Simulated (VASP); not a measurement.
AlN: single point with PBE

AlN:

```xyz
4
Lattice="3.1533 0.0000 0.0000 -1.5766 2.7308 0.0000 0.0000 0.0000 4.9361" Properties=species:S:1:pos:R:3 pbc="T T T"
Al    0.0000    1.8206   -0.0263
Al    1.5766    0.9103    2.4417
N     0.0000    1.8206    1.8774
N     1.5766    0.9103    4.3454
```

This cell differs from its parent crystal: epitaxial xy strain +1.5%.

| Quantity | Value |
| --- | --- |
| Program | VASP 6.6.1 |
| Task | single point |
| Functional | PBE |
| Potentials or basis | VASP PAW PBE potentials, release 64 (Al, N) |
| Cutoff | 520 eV |
| k mesh | 12 × 12 × 6 |
| Occupations | fermi-dirac, width 0.02 eV |
| Spin | no spin polarisation |
| Dipole correction | no |
| Further INCAR settings | ALGO = Normal; EDIFF = 1e-06; NBANDS = 16 |

```yaml
Pressure: -0.2 GPa
Largest_force: 0.026 eV/Å
Band_gap_on_the_k_mesh: 3.94 eV, direct
```

Forces on the atoms (eV/Å):
```
Al   0.000  0.000 -0.026
Al   0.000  0.000 -0.026
N    0.000  0.000  0.026
N    0.000  0.000  0.026
```

Stress tensor (GPa, compression positive):
```
-2.34  0.00  0.00
 0.00 -2.34  0.00
 0.00  0.00  4.09
```

Levels at points of the mesh, in eV from the valence-band top:
| k point | band 6 | band 7 | band 8 | band 9 | band 10 | band 11 |
| --- | --- | --- | --- | --- | --- | --- |
| (0.00, 0.00, 0.00) | -0.39 | -0.39 | 0.00 | 3.94 | 6.18 | 10.50 |
| (0.50, 0.00, 0.00) | -2.30 | -1.84 | -0.82 | 5.52 | 5.81 | 7.89 |
| (0.00, 0.00, 0.50) | -0.75 | -0.75 | -0.75 | 6.12 | 6.12 | 10.15 |
| (0.50, 0.00, 0.50) | -1.64 | -1.39 | -1.39 | 5.20 | 5.20 | 9.03 |

Wall time 82 s on 1 thread of AMD EPYC 7R13 (shared host), peak memory 0.15 GiB.

Caveat: the cell differs from its parent crystal (epitaxial xy strain +1.5%). A k mesh can miss the band edges.
